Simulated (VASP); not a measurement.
Runs of VASP 6.6.1 on WC (rocksalt type). The structure is that of space group Fm-3m (No. 225), or close to it. The cells are those of the table. 

```tsv
task	cell	cutoff (eV)	gap on the mesh (eV)	pressure (GPa)
single point	a = 3.010 Å, angles 60.0°, 2 atoms	520	none	29.0
single point	a = 3.073 Å, angles 60.0°, 2 atoms	520	none	1.1
single point	a = 2.754 Å, angles 60.0°, 2 atoms	520	none	260.9
single point	a = 2.945 Å, angles 60.0°, 2 atoms	520	none	(a)
relaxation of cell and atoms	relaxed from a = 3.047 Å, angles 60.0°, 2 atoms	600	-	0.0
single point	a = 2.853 Å, angles 60.0°, 2 atoms	520	none	(b)
single point	a = 2.648 Å, angles 60.0°, 2 atoms	520	none	451.2
```

Alike in all rows: level PBEsol; potentials or basis VASP PAW PBE potentials, release 64 (W_sv, C); no spin polarisation; k mesh 15 × 15 × 15; smearing fermi-dirac 0.1 eV.

Problem. Estimate the missing entries.

Solution. (a) 67.4; (b) 142.6.

Caveats: the PAW data sets were made with another functional, which shifts forces and pressure a little; spin-orbit coupling is left out, which moves the levels of the heavy elements; the cell stands under pressure (at least some runs); the highest band is partly filled, so the run has too few bands (at least some runs).

A k mesh can miss the band edges, and the runs leave out spin-orbit coupling on W.

A gap of «none» marks levels without a gap at the run's occupations.
